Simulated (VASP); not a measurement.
# Ti (Pm-3m) in VASP: single point with PBE

Aim: the single point of Ti with PBE.

Program: VASP 6.6.1. These are calculated values, not measurements. Logs are shortened: lines on timing, memory, paths and dates and some standing lists are left out, and cuts for length are marked.

## Step 1: The cell of the first run

It takes space group Pm-3m (No. 221, cubic). The conventional cell has a = 2.450 Å, b = 2.450 Å, c = 2.450 Å, α = 90.00°, β = 90.00°, γ = 90.00°. Ti (site symmetry m-3m) has 6 Ti at 2.45 Å within 3.2 Å.

This isn't the form of Ti at room conditions, which is hcp.

## Step 2: Single point, PBE

Input file INCAR:

```
SYSTEM = Ti
PREC = Accurate
ENCUT = 500
EDIFF = 1E-6
ISMEAR = -4
SIGMA = 0.1
LREAL = .False.
LASPH = .True.
NELM = 120
ALGO = Normal
ISIF = 2
LWAVE = .False.
LCHARG = .True.
GGA = PE
LELF = .True.
LVHAR = .True.
NBANDS = 12
GGA_COMPAT = .False.
```

Input file KPOINTS:

```
Automatic mesh
0
Gamma
  14 14 14
  0 0 0
```

Input file POSCAR:

```
Ti
1.0
    2.4499588584      0.0000000000      0.0000000000
    0.0000000000      2.4499588584      0.0000000000
    0.0000000000      0.0000000000      2.4499588584
Ti
1
Direct
    0.0000000000      0.0000000000      0.0000000000
```

Potentials or basis: VASP PAW PBE potentials, release 64 (Ti_sv).

The run is started by

```
$ cat potpaw_PBE.64/Ti_sv/POTCAR > POTCAR
$ mpirun -np 1 vasp_std > vasp.out
```

OUTCAR:

```text
SYSTEM = Ti
   PREC = Accurate
   ENCUT = 500
   EDIFF = 1E-6
   ISMEAR = -4
   LREAL = .False.
   LASPH = .True.
   NELM = 120
   ISIF = 2
   GGA = PE

 ion  position               nearest neighbor table
   1  0.000  0.000  0.000-

  LATTYP: Found a simple cubic cell.
 ALAT       =     2.4499588584

  Lattice vectors:

 A1 = (   2.4499588584,   0.0000000000,   0.0000000000)
 A2 = (   0.0000000000,   2.4499588584,   0.0000000000)
 A3 = (   0.0000000000,   0.0000000000,   2.4499588584)

Analysis of symmetry for initial positions (statically):
=====================================================================
 Subroutine PRICEL returns:
 Original cell was already a primitive cell.

 Routine SETGRP: Setting up the symmetry group for a
 simple cubic supercell.

 Subroutine GETGRP returns: Found 48 space group operations
 (whereof 48 operations were pure point group operations)
 out of a pool of 48 trial point group operations.

The static configuration has the point symmetry O_h .

Analysis of symmetry for dynamics (positions and initial velocities):
=====================================================================
 Subroutine PRICEL returns:
 Original cell was already a primitive cell.

 Routine SETGRP: Setting up the symmetry group for a
 simple cubic supercell.

 Subroutine GETGRP returns: Found 48 space group operations
 (whereof 48 operations were pure point group operations)
 out of a pool of 48 trial point group operations.

The dynamic configuration has the point symmetry O_h .

 Subroutine INISYM returns: Found 48 space group operations
 (whereof 48 operations are pure point group operations),
 and found     1 'primitive' translations

----------------------------------------------------------------------------------------

                                     Primitive cell

  volume of cell :      14.7054

  direct lattice vectors                    reciprocal lattice vectors
     2.449958858  0.000000000  0.000000000     0.408170119  0.000000000  0.000000000
     0.000000000  2.449958858  0.000000000     0.000000000  0.408170119  0.000000000
     0.000000000  0.000000000  2.449958858     0.000000000  0.000000000  0.408170119

  length of vectors
     2.449958858  2.449958858  2.449958858     0.408170119  0.408170119  0.408170119

  position of ions in fractional coordinates (direct lattice)
     0.000000000  0.000000000  0.000000000

  ion indices of the primitive-cell ions
   primitive index   ion index
                 1           1

----------------------------------------------------------------------------------------

 KPOINTS: Automatic mesh

Automatic generation of k-mesh.
 Grid dimensions read from file:
 generate k-points for:   14   14   14

 Generating k-lattice:

  Cartesian coordinates                     Fractional coordinates (reciprocal lattice)
     0.029155009  0.000000000  0.000000000     0.071428571  0.000000000  0.000000000
     0.000000000  0.029155009  0.000000000     0.000000000  0.071428571  0.000000000
     0.000000000  0.000000000  0.029155009     0.000000000  0.000000000  0.071428571

  Length of vectors
     0.029155009  0.029155009  0.029155009

  Shift w.r.t. Gamma in fractional coordinates (k-lattice)
     0.000000000  0.000000000  0.000000000

 TETIRR: Found   1360 inequivalent tetrahedra from    16464

 Subroutine IBZKPT returns following result:
 ===========================================

 Found    120 irreducible k-points:

 Following reciprocal coordinates:
            Coordinates               Weight
  0.000000  0.000000  0.000000      1.000000
  0.071429  0.000000  0.000000      6.000000
  0.142857  0.000000  0.000000      6.000000
  0.214286  0.000000  0.000000      6.000000
  0.285714  0.000000  0.000000      6.000000
  0.357143  0.000000  0.000000      6.000000
[... 16 lines left out ...]
  0.285714  0.214286  0.000000     24.000000
  0.357143  0.214286  0.000000     24.000000
 [... further k-points ...]
   k-points           NKPTS =    120   k-points in BZ     NKDIM =    120   number of bands    NBANDS=     12
   number of dos      NEDOS =    301   number of ions     NIONS =      1
   total plane-waves  NPLWV =   5832
   dimension x,y,z NGX =    18 NGY =   18 NGZ =   18
   dimension x,y,z NGXF=    36 NGYF=   36 NGZF=   36
   ions per type =               1
   NGX,Y,Z   is equivalent  to a cutoff of  12.21, 12.21, 12.21 a.u.
   NGXF,Y,Z  is equivalent  to a cutoff of  24.43, 24.43, 24.43 a.u.
 SYSTEM =  Ti
   PREC   = accura    normal or accurate (medium, high low for compatibility)
   ISTART =      0    job   : 0-new  1-cont  2-samecut
   ICHARG =      2    charge: 1-file 2-atom 10-const
   ISPIN  =      1    spin polarized calculation?
   LNONCOLLINEAR =      F non collinear calculations
   LSORBIT =      F    spin-orbit coupling
   LASPH  =      T    aspherical Exc in radial PAW
   ENCUT  =  500.0 eV  36.75 Ry    6.06 a.u.   4.47  4.47  4.47*2*pi/ulx,y,z
   NELM   =    120;   NELMIN=  2; NELMDL= -5     # of ELM steps
   EDIFF  = 0.1E-05   stopping-criterion for ELM
   LREAL  =      F    real-space projection
   EDIFFG = 0.1E-04   stopping-criterion for IOM
   NSW    =      0    number of steps for IOM
   IBRION =     -1    ionic relax: 0-MD 1-quasi-New 2-CG
   NFREE  =      0    steps in history (QN), initial steepest desc. (CG)
   ISIF   =      2    stress and relaxation
   ISYM   =      2    0-nonsym 1-usesym 2-fastsym
   POTIM  = 0.5000    time-step for ionic-motion
   TEBEG  =    0.0;   TEEND  =   0.0 temperature during run
   PSTRESS=    0.0 pullay stress
   NELECT =      12.0000    total number of electrons
   NUPDOWN=      -1.0000    fix difference up-down
   EMIN   =  10.00;   EMAX   =-10.00  energy-range for DOS
   EFERMI =   0.00;   METHOD = LEGACY
   ISMEAR =    -4;   SIGMA  =   0.10  broadening in eV -4-tet -1-fermi 0-gaus
   EFERMI_NEDOS =   21; number of points for ismear=-14 and -15
   IALGO  =     38    algorithm
   IMIX   =      4    mixing-type and parameters
     AMIX     =   0.40;   BMIX     =  1.00
     AMIX_MAG =   1.60;   BMIX_MAG =  1.00
  volume/ion in A,a.u.               =      14.71        99.24
  Fermi-wavevector in a.u.,A,eV,Ry     =   1.529830  2.890959 31.842793  2.340379
  Thomas-Fermi vector in A             =   2.637397
   LORBIT       =      0    0 simple, 1 ext, 2 COOP (PROOUT), +10 PAW based schemes
   GGA     = PE    functional components
   LHFCALC =     F    Hartree Fock is set to
   AEXX    =    0.0000 exact exchange contribution
   IVDW    =     0    specifies the selected vdW correction
   LEPSILON=     F    determine dielectric tensor
   LRPA    =     F    only Hartree local field effects (RPA)
 non-spin polarized calculation
 Fermi weights with tetrahedron method witout Bloechl corrections
  energy-cutoff  :      500.00
  volume of cell :       14.71
 maximum number of plane-waves:       388
 NGX is ok and might be reduce to    18
   NGX =  9   NGY =  9   NGZ =  9

 number of electron      12.0000011 magnetization

 Free energy of the ion-electron system (eV)
  ---------------------------------------------------
  ext. energy  EPLUGINS =         0.00000000
  ---------------------------------------------------
  free energy    TOTEN  =        -6.69552502 eV

  energy without entropy =       -6.69552502  energy(sigma->0) =       -6.69552502

 E-fermi :  10.0426     XC(G=0): -12.1969

 val. band max:       10.1629565630   @ k =   0.5000   0.0000   0.0000
 cond. band min:      10.0108439604   @ k =   0.3571   0.3571   0.2857
 fundamental gap:     -0.1521126027
 Fermi energy:        10.0425918015

 k-point     1 :       0.0000    0.0000    0.0000
  band No.  band energies     occupation
      1     -46.3942      2.00000
      2     -21.7471      2.00000
      3     -21.7471      2.00000
      4     -21.7471      2.00000
      5       3.8842      2.00000
      6       8.1926      2.00000
      7       8.1927      2.00000
      8      14.9879      0.00000
      9      14.9879      0.00000
     10      14.9879      0.00000
     11      28.3275      0.00000
     12      28.3275      0.00000

 k-point     2 :       0.0714    0.0000    0.0000
  band No.  band energies     occupation
      1     -46.3810      2.00000
      2     -21.8334      2.00000
      3     -21.7397      2.00000
      4     -21.7397      2.00000
      5       4.0467      2.00000
      6       8.2349      2.00000
      7       8.3336      2.00000
      8      14.8323      0.00000
      9      14.8323      0.00000
     10      14.9993      0.00000
     11      27.2241      0.00000
     12      28.5906      0.00000

 k-point     3 :       0.1429    0.0000    0.0000
  band No.  band energies     occupation
      1     -46.3437      2.00000
      2     -22.0716      2.00000
      3     -21.7191      2.00000
      4     -21.7191      2.00000
      5       4.5082      2.00000
      6       8.3553      2.00000
      7       8.7344      2.00000
      8      14.4194      0.00000
      9      14.4194      0.00000
     10      15.0314      0.00000
     11      25.1591      0.00000
     12      29.3278      0.00000

 k-point     4 :       0.2143    0.0000    0.0000
  band No.  band energies     occupation
      1     -46.2891      2.00000
      2     -22.4066      2.00000
      3     -21.6891      2.00000
      4     -21.6891      2.00000
      5       5.2032      2.00000
      6       8.5354      2.00000
      7       9.3152      2.00000
      8      13.8726      0.00000
      9      13.8726      0.00000
     10      15.0780      0.00000
     11      23.1094      0.00000
     12      30.4227      0.00000

 k-point     5 :       0.2857    0.0000    0.0000
  band No.  band energies     occupation
      1     -46.2278      2.00000
      2     -22.7668      2.00000
      3     -21.6556      2.00000
      4     -21.6556      2.00000
      5       6.0510      2.00000
      6       8.7442      2.00000
      7       9.9113      1.65139
      8      13.3195      0.00000
      9      13.3195      0.00000
     10      15.1303      0.00000
     11      21.3980      0.00000
     12      30.0355      0.00000
[... 228 lines left out ...]
      1     -46.0709      2.00000
      2     -23.3207      2.00000
      3     -21.8949      2.00000
      4     -21.5708      2.00000
      5       8.7442      2.00000
      6       8.9916      2.00000
      7       9.7826      1.38589
      8      12.5585      0.00000
      9      13.5194      0.00000
     10      14.7536      0.00000
     11      19.3450      0.00000
     12      28.0311      0.00000

 k-point    22 :       0.2143    0.2143    0.0000
  band No.  band energies     occupation
      1     -46.1863      2.00000
      2     -22.3589      2.00000
      3     -22.2983      2.00000
      4     -21.6328      2.00000
      5       6.2969      2.00000
      6       9.1259      2.00000
      7      10.1723      0.65139
      8      12.8172      0.00000
      9      13.8896      0.00000
     10      14.1770      0.00000
     11      23.7719      0.00000
     12      25.2169      0.00000

 k-point    23 :       0.2857    0.2143    0.0000
  band No.  band energies     occupation
      1     -46.1263      2.00000
      2     -22.6810      2.00000
      3     -22.2813      2.00000
      4     -21.6003      2.00000
      5       6.9116      2.00000
      6       9.2409      2.00000
      7      10.7111      0.03283
      8      12.7027      0.00000
      9      13.4769      0.00000
     10      14.1542      0.00000
     11      22.2619      0.00000
     12      25.6319      0.00000

 k-point    24 :       0.3571    0.2143    0.0000
  band No.  band energies     occupation
      1     -46.0715      2.00000
      2     -22.9862      2.00000
      3     -22.2419      2.00000
      4     -21.5708      2.00000
      5       7.4950      2.00000
      6       9.2474      2.00000
      7      10.8536      0.00171
      8      13.0536      0.00000
      9      13.2427      0.00000
     10      14.2186      0.00000
     11      20.7363      0.00000
     12      26.3718      0.00000

 [... further k-points ...]

------------------------ aborting loop because EDIFF is reached ----------------------------------------

  FORCE on cell =-STRESS in cart. coord.  units (eV):
  Direction    XX          YY          ZZ          XY          YZ          ZX
  --------------------------------------------------------------------------------------
  -------------------------------------------------------------------------------------
  Total        2.4220711      2.4220711      2.4220711     -0.0000000      0.0000000     -0.0000000
  in kB      263.8888808    263.8888808    263.8888808     -0.0000000      0.0000000     -0.0000000
  external PRESSURE =     263.8888808 kB  Pullay stress =       0.0000000 kB

 VOLUME and BASIS-vectors are now :
 -----------------------------------------------------------------------------
  energy-cutoff  :      500.00
  volume of cell :       14.71
      direct lattice vectors                 reciprocal lattice vectors
     2.449958858  0.000000000  0.000000000     0.408170119  0.000000000  0.000000000
     0.000000000  2.449958858  0.000000000     0.000000000  0.408170119  0.000000000
     0.000000000  0.000000000  2.449958858     0.000000000  0.000000000  0.408170119

 POSITION                                       TOTAL-FORCE (eV/Angst)
 -----------------------------------------------------------------------------------
      0.00000      0.00000      0.00000         0.000000      0.000000      0.000000
 -----------------------------------------------------------------------------------
    total drift:                               -0.000000      0.000000      0.000000

  FREE ENERGIE OF THE ION-ELECTRON SYSTEM (eV)
  ---------------------------------------------------
  free  energy   TOTEN  =        -6.6955250240 eV

  energy  without entropy=       -6.6955250240  energy(sigma->0) =       -6.69552502
```

It took 10 s on 1 thread of Intel Xeon Platinum 8488C (Sapphire Rapids), shared host; peak memory 0.13 GiB.

Results:

```
Free energy            : -6.6955 eV
Pressure               : 26.4 GPa
Band gap on the k mesh : zero (bands 6 and 7 overlap by 2.76 eV)
```

Levels at points of the mesh, in eV from the Fermi level:
| k point | band 4 | band 5 | band 6 | band 7 | band 8 | band 9 |
| --- | --- | --- | --- | --- | --- | --- |
| (0.00, 0.00, 0.00) | -31.79 | -6.16 | -1.85 | -1.85 | 4.95 | 4.95 |
| (0.50, 0.00, 0.00) | -31.64 | -1.84 | -0.91 | 0.12 | 2.41 | 2.41 |
| (0.50, 0.50, 0.00) | -31.50 | -3.79 | -0.07 | 2.99 | 2.99 | 6.45 |
| (0.50, 0.50, 0.50) | -32.91 | -1.84 | -1.84 | -1.84 | 6.59 | 6.59 |

Caveat: the cell stands under pressure.
